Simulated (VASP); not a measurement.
Runs of VASP 6.6.1 on Hf. The structure is that of space group I4/mmm (No. 139), or close to it. The cells are those of the table. 

```tsv
cell	gap on the mesh (eV)	pressure (GPa)
a = 3.128 Å, angles 107.5, 107.5, 113.5°, 1 atom	none	-9.0
a = 3.128 Å, angles 111.5, 111.5, 105.4°, 1 atom	none	-9.0
a = 3.206 Å, angles 107.5, 107.5, 113.4°, 1 atom	none	-14.0
a = 3.182 Å, angles 106.9, 106.9, 114.8°, 1 atom	none	(a)
```

Alike in all rows: task single point; level PBEsol; potentials or basis VASP PAW PBE potentials, release 64 (Hf_pv); no spin polarisation; k mesh 18 × 18 × 18; cutoff (eV) 520; smearing gaussian 0.15 eV.

Fill in the values left out.

(a) -12.4.

Caveats: the cell stands under tension; the PAW data sets were made with another functional, which shifts forces and pressure a little; spin-orbit coupling is left out, which moves the levels of the heavy elements.

A k mesh can miss the band edges, and the runs leave out spin-orbit coupling on Hf.

A gap of «none» marks levels without a gap at the run's occupations.
